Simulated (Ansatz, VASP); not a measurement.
## C: VASP beside Ansatz

File INCAR:

```
ALGO     = Normal         # electronic algorithm
EDIFF    = 1E-6           # SCF threshold, eV
ENCUT    = 600            # plane-wave cutoff, eV
GGA      = PS             # functional
GGA_COMPAT= F            
ISIF     = 2              # what is computed and relaxed
ISMEAR   = 0              # smearing method
LASPH    = T              # aspherical terms in the spheres
LCHARG   = T              # write CHGCAR
LELF     = T              # ELF
LREAL    = F              # projectors in reciprocal space
LVHAR    = T            
LWAVE    = F              # write WAVECAR
NBANDS   = 11             # bands
NELM     = 120            # most SCF steps
PREC     = Accurate       # precision mode
SIGMA    = 0.02           # smearing width, eV
```

The input KPOINTS:

```
k-points
0
Gamma
  12 12 12
```

POSCAR

```
C
1.0
    0.0000000000      1.7769041312      1.7769041312
    1.7769041312      0.0000000000      1.7769041312
    1.7769041312      1.7769041312      0.0000000000
C
2
Direct
    0.0000000000      0.0000000000      0.0000000000
    0.2500000000      0.2500000000      0.2500000000
```

Input for Ansatz:

```yaml
crystal:
  lattice:
    - [0.0, 1.7769041312, 1.7769041312]
    - [1.7769041312, 0.0, 1.7769041312]
    - [1.7769041312, 1.7769041312, 0.0]
  atoms:
    - { symbol: C, position: [0.0, 0.0, 0.0] }
    - { symbol: C, position: [0.25, 0.25, 0.25] }
basis:
  ecutwfc: 420
kpoints:
  mp_grid: { grid: [12, 12, 12] }
  band_path:
    path:
      - [[0.0, 0.0, 0.0], [0.5, 0.0, 0.5], [0.625, 0.25, 0.625]]
      - [[0.375, 0.375, 0.75], [0.0, 0.0, 0.0], [0.5, 0.5, 0.5], [0.5, 0.25, 0.75], [0.5, 0.0, 0.5]]
    npoints: 10
hamiltonian:
  xc: pbesol
scf:
  occupations: { method: gaussian, width: 0.02 }
  n_extra_bands: 7
output:
  forces: true
  stress: true
  eigenvalues: true
```

Alike in both runs: task single point; functional PBEsol; k mesh 12 × 12 × 12; occupations gaussian, width 0.02 eV; no spin polarisation.

|  | VASP | Ansatz |
| --- | --- | --- |
| version | VASP 6.6.1 | Ansatz 0.2.0 |
| potentials or method | VASP PAW PBE potentials, release 64 (C), cutoff 600 eV | scalar-relativistic, plane waves, PAW |
| valence electrons in the cell | 8 | 8 |

|  | VASP | Ansatz | Ansatz less VASP |
| --- | --- | --- | --- |
| gap on the k mesh at the Fermi level (eV) | 4.06 | 4.07 | +0.005 |
| least direct gap on the mesh (eV) | 5.57 | 5.57 | +0.001 |
| pressure (GPa) | 0.4 | 0.0 | -0.44 |

VASP's potentials were made for PBE, not for PBEsol.
